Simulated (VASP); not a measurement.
Here is a VASP 6.6.1 calculation.

File INCAR:

```
SYSTEM = Al3GaSb4
ALGO = Normal ; EDIFF = 1E-6
ENCUT = 520 ; GGA = PE
ISIF = 2 ; ISMEAR = 0
LASPH = .TRUE. ; LCHARG = .TRUE.
LELF = .TRUE. ; LREAL = .FALSE.
LVHAR = .TRUE. ; LWAVE = .FALSE.
NBANDS = 31 ; NELM = 100
PREC = Accurate ; SIGMA = 0.1
```

KPOINTS

```
k-points
0
G
  6 6 2
  0 0 0
```

Contents of POSCAR:

```
Al3GaSb4
1.0
    4.3867066000      0.0000000000      0.0000000000
   -2.1933533000      3.7989993000      0.0000000000
    0.0000000000      0.0000000000     14.4492741000
Al Ga Sb
3 1 4
Direct
    0.0000000000      0.0000000000      0.2501910000
    0.6666667000      0.3333333000      0.9998790000
    0.6666667000      0.3333333000      0.5002530000
    0.0000000000      0.0000000000      0.7505670000
    0.0000000000      0.0000000000      0.4373300000
    0.0000000000      0.0000000000      0.9373120000
    0.6666667000      0.3333333000      0.1871380000
    0.6666667000      0.3333333000      0.6875300000
```

Potentials or basis: VASP PAW PBE potentials, release 64 (Al, Ga_d, Sb).

The run is started by

```sh
$ cat potpaw_PBE.64/Al/POTCAR potpaw_PBE.64/Ga_d/POTCAR potpaw_PBE.64/Sb/POTCAR > POTCAR
$ mpirun -np 1 vasp_std > vasp.out
```

Task: Predict the band gap on the k mesh.

Result: 0.38 eV, direct.

Task: Predict the pressure.

Result: 0.1 GPa.

Task: Estimate the largest force.

Result: 0.010 eV/Å.

Stress tensor (GPa, compression positive):
```
0.19 0.00 0.00
0.00 0.19 0.00
0.00 0.00 0.06
```

Caveat: spin-orbit coupling is left out, which moves the levels of the heavy elements. A k mesh can miss the band edges.
